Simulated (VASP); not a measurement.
Here is a VASP 6.6.1 calculation.

Contents of INCAR:

```
ALGO = Normal
EDIFF = 1E-7
ENCUT = 520
GGA = PE
ISIF = 2
ISMEAR = 0
LASPH = True
LCHARG = True
LELF = True
LREAL = False
LVHAR = True
LWAVE = False
NBANDS = 23
NELM = 100
PREC = Accurate
SIGMA = 0.1
```

File KPOINTS:

```
k-points
0
Gamma
  4 4 4
```

Contents of POSCAR:

```
WC4
1.0
    4.0911680854      0.0000000000      0.0000000000
    0.0000000000      4.0911680854      0.0000000000
    0.0000000000      0.0000000000      4.0911680854
W C
1 4
Direct
    0.5000000000      0.5000000000      0.5000000000
    0.0000000000      0.5000000000      0.5000000000
    0.5000000000      0.0000000000      0.5000000000
    0.5000000000      0.5000000000      0.0000000000
    0.0000000000      0.0000000000      0.0000000000
```

Potentials or basis: VASP PAW PBE potentials, release 64 (W_sv, C).

Run with:

```sh
$ cat potpaw_PBE.64/W_sv/POTCAR potpaw_PBE.64/C/POTCAR > POTCAR
$ mpirun -np 1 vasp_std > vasp.out
```

Q: What does it give for the pressure?

A: 0.1 GPa.

Q: Predict the band gap on the k mesh.

A: Zero (band 15 reaches 4.45 eV, above the bottom of band 16 at 3.34 eV).

Caveat: the k points lie up to 0.38 Å⁻¹ apart; spin-orbit coupling is left out, which moves the levels of the heavy elements.
